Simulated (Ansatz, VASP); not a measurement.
## Be: VASP beside Ansatz

The input INCAR:

```
PREC = Accurate
ENCUT = 520
EDIFF = 1E-7
ISMEAR = -1
SIGMA = 0.05
LREAL = False
LASPH = True
NELM = 100
ALGO = Fast
ISIF = 2
LWAVE = False
LCHARG = False
GGA = PS
NBANDS = 9
```

File KPOINTS:

```
Automatic mesh
0
Gamma
  11 11 7
```

File POSCAR:

```
Be
1.0
    2.2853000000      0.0000000000      0.0000000000
   -1.1426500000      1.9791278553      0.0000000000
    0.0000000000      0.0000000000      3.4408320000
Be
2
Direct
    0.6666666667      0.3333333333      0.7500000000
    0.3333333333      0.6666666667      0.2500000000
```

The input input.yaml:

```yaml
crystal:
  lattice:
    - [2.2853, 0.0, 0.0]
    - [-1.14265, 1.9791278553, 0.0]
    - [0.0, 0.0, 3.440832]
  atoms:
    - { symbol: Be, position: [0.6666666667, 0.3333333333, 0.75] }
    - { symbol: Be, position: [0.3333333333, 0.6666666667, 0.25] }
hamiltonian:
  xc: pbesol
  pseudopotentials: { kind: paw }
kpoints:
  mp_grid: { grid: [11, 11, 7] }
  band_path:
    path:
      - [[0.0, 0.0, 0.0], [0.5, 0.0, 0.0], [0.3333333333, 0.3333333333, 0.0], [0.0, 0.0, 0.0], [0.0, 0.0, 0.5], [0.5, 0.0, 0.5], [0.3333333333, 0.3333333333, 0.5], [0.0, 0.0, 0.5]]
      - [[0.5, 0.0, 0.5], [0.5, 0.0, 0.0]]
      - [[0.3333333333, 0.3333333333, 0.0], [0.3333333333, 0.3333333333, 0.5]]
    npoints: 14
scf:
  occupations: { method: fermi_dirac, width: 0.05 }
  n_extra_bands: 6
output:
  forces: true
  stress: true
  eigenvalues: true
  fatbands: true
```

Alike in both runs: functional PBEsol; k mesh 11 × 11 × 7; occupations fermi-dirac, width 0.05 eV; no spin polarisation.

|  | VASP | Ansatz |
| --- | --- | --- |
| version | VASP 6.6.1 | Ansatz 0.2.0 |
| potentials or method | VASP PAW PBE potentials, release 64 (Be) | Ansatz PAW |
| plane-wave cutoff (eV) | 520 | 420 |
| valence electrons in the cell | 4 | 4 |
| task | single point | band structure |

VASP gave:

| Property | Result |
| --- | --- |
| gap on the k mesh at the Fermi level (eV) | none |
| pressure (GPa) | 2.0 |
| traceless stress, the component that is largest in VASP (GPa) | 12.33 |

**Question.** Estimate Ansatz's values.

**Answer.** gap on the k mesh at the Fermi level (eV): none; pressure (GPa): 1.6; traceless stress, the component that is largest in VASP (GPa): 12.25.

VASP's potentials were made for PBE, not for PBEsol. A gap of «none» marks a metal or a gap that the smearing closes.
